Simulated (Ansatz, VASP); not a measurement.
## TaN in VASP and in Ansatz

```
CELL_PARAMETERS angstrom
0.26898 2.29037 2.29037
2.29037 0.26898 2.29037
2.29037 2.29037 0.26898
ATOMIC_POSITIONS crystal
Ta 0.50000 0.50000 0.50000
N 0.00000 0.00000 0.00000
```

Alike in both runs: task single point; functional PBEsol; k mesh 20 × 20 × 20; occupations gaussian, width 0.15 eV; no spin polarisation.

```csv
,VASP,Ansatz
version,VASP 6.6.1,Ansatz 0.2.0
potentials or method,"VASP PAW PBE potentials, release 64 (Ta_pv, N), cutoff 520 eV","scalar-relativistic, plane waves, PAW"
valence electrons in the cell,16,18
```

|  | VASP | Ansatz | Ansatz less VASP |
| --- | --- | --- | --- |
| gap on the k mesh at the Fermi level (eV) | none | none | - |
| pressure (GPa) | 25.0 | 23.4 | -1.60 |
| traceless stress, the component that is largest in VASP (GPa) | -7.09 | -7.22 | -0.135 |

VASP's potentials were made for PBE, not for PBEsol, and Ansatz warns of the same on its side. A gap of «none» marks a metal or a gap that the smearing closes. VASP's potentials hold 16 valence electrons a cell and Ansatz's 18, so a difference there can come from the potentials and not from the codes.

Spin-orbit coupling is off throughout.
